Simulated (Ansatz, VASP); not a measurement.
## One calculation of Tl, two programs

```
CELL_PARAMETERS angstrom
3.60978 0.00000 0.00000
-1.80489 3.12616 0.00000
0.00000 0.00000 5.63062
ATOMIC_POSITIONS crystal
Tl 0.33333 0.66667 0.25000
Tl 0.66667 0.33333 0.75000
```

Alike in both runs: task single point; functional revPBE; k mesh 16 × 16 × 9; occupations fermi-dirac, width 0.1 eV; no spin polarisation.

```csv
,VASP,Ansatz
version,VASP 6.6.1,Ansatz 0.2.0
potentials or method,"VASP PAW PBE potentials, release 64 (Tl_d), cutoff 520 eV","plane waves (420 eV) with PAW, scalar-relativistic"
valence electrons in the cell,26,26
```

VASP gave:

* pressure (GPa): 0.9
* traceless stress, the component that is largest in VASP (GPa): 0.23

Q: What did Ansatz give for the same quantities?

A: Pressure (GPa): 1.0; traceless stress, the component that is largest in VASP (GPa): 0.23.

VASP's potentials were made for PBE, not for revPBE.

Neither program's run includes spin-orbit coupling.
